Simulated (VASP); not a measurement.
Write the native input for VASP 6.6.1 that does the following.

```
Task                   : single point
Functional             : PBEsol
Potentials or basis    : VASP PAW PBE potentials, release 64 (Si, Co)
Cutoff                 : 520 eV
k mesh                 : 9 × 9 × 1
Occupations            : gaussian, width 0.1 eV
Spin                   : no spin polarisation
Dipole correction      : yes
Further INCAR settings : ALGO = Normal; EDIFF = 1e-06; NBANDS = 46
```

The structure of CoSi2 lies in POSCAR:

```
CoSi2
1.0
    3.7565103795      0.0000000000      0.0000000000
   -1.8782551897      3.2532334182      0.0000000000
    0.0000000000      0.0000000000     25.7351225838
Si Co
8 4
Direct
    0.0000000000      0.0000000000      0.2914305139
    0.3333333333      0.6666666667      0.3510217956
    0.6666666667      0.3333333333      0.4106130774
    0.0000000000      0.0000000000      0.4702043591
    0.3333333333      0.6666666667      0.5297956409
    0.6666666667      0.3333333333      0.5893869226
    0.0000000000      0.0000000000      0.6489782044
    0.3333333333      0.6666666667      0.7085694861
    0.6666666667      0.3333333333      0.3212261548
    0.3333333333      0.6666666667      0.4404087183
    0.0000000000      0.0000000000      0.5595912817
    0.6666666667      0.3333333333      0.6787738452
```

These files were run (other wordings do the same):

INCAR

```
SYSTEM = CoSi2
  PREC = Accurate
  ENCUT = 520
  EDIFF = 1E-6
  ISMEAR = 0
  SIGMA = 0.1
  LREAL = .FALSE.
  LASPH = .TRUE.
  NELM = 80
  ALGO = Normal
  ISIF = 2
  LWAVE = .FALSE.
  LCHARG = .TRUE.
  LDIPOL = .TRUE.
  IDIPOL = 3
  DIPOL = 0.5 0.5 0.500
  GGA = PS
  LELF = .TRUE.
  LVHAR = .TRUE.
  LVACPOTAV = .TRUE.
  NBANDS = 46
```

KPOINTS

```
Automatic mesh
0
G
  9 9 1
  0 0 0
```

Potentials or basis: VASP PAW PBE potentials, release 64 (Si, Co).

The run is started by

```bash
$ cat potpaw_PBE.64/Si/POTCAR potpaw_PBE.64/Co/POTCAR > POTCAR
$ mpirun -np 1 vasp_std > vasp.out
```

It gave:

The largest force is 0.652 eV/Å and the band gap on the k mesh is zero (bands 34 and 35 overlap by 2.71 eV).

Caveat: the PAW data sets were made with another functional, which shifts forces and pressure a little; the run has no spin polarisation, though such a crystal can be magnetic.

Run time: 14 min on 1 thread of Intel Xeon 8259CL, with other jobs on the host, peak memory 0.43 GiB.
